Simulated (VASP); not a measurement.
## Al: single point with r2SCAN

The system is Al.

```xyz
3
Lattice="4.7643 0.0000 0.0000 -2.3822 4.1260 0.0000 0.0000 0.0000 2.9207" Properties=species:S:1:pos:R:3 pbc="T T T"
Al    0.0000    0.0000    0.0000
Al    0.0000    2.7507    1.4604
Al    2.3822    1.3753    1.4604
```

- Program: VASP 6.6.1
- Task: single point
- Functional: r2SCAN
- Potentials or basis: VASP PAW PBE potentials, release 64 (Al)
- Cutoff: 520 eV
- k mesh: 6 × 6 × 6
- Occupations: gaussian, width 0.1 eV
- Spin: no spin polarisation
- Dipole correction: no
- Further INCAR settings: ALGO = Normal; EDIFF = 1e-07; NBANDS = 12

```json
{
 "Pressure": "-9.1 GPa"
}
```

Stress tensor (GPa, compression positive):
```
-9.37  0.00  0.00
 0.00 -9.37  0.00
 0.00  0.00 -8.55
```

Levels at points of the mesh, in eV from the Fermi level:
| k point | band 2 | band 3 | band 4 | band 5 | band 6 | band 7 |
| --- | --- | --- | --- | --- | --- | --- |
| (0.00, 0.00, 0.00) | -2.11 | -2.11 | -2.01 | -2.01 | -1.51 | -1.40 |
| (0.50, 0.00, 0.00) | -8.61 | -4.24 | -3.93 | 4.34 | 4.61 | 4.64 |
| (0.00, 0.00, 0.50) | -6.03 | 1.27 | 1.27 | 1.87 | 2.23 | 2.23 |
| (0.50, 0.00, 0.50) | -4.31 | -3.88 | -3.69 | -0.45 | 0.45 | 0.57 |

It took 46 s on 1 thread of Intel(R) Xeon(R) Platinum 8488C (Sapphire Rapids) (shared host), peak memory 0.17 GiB.

Caveat: the PAW data sets were made with another functional, which shifts forces and pressure a little.
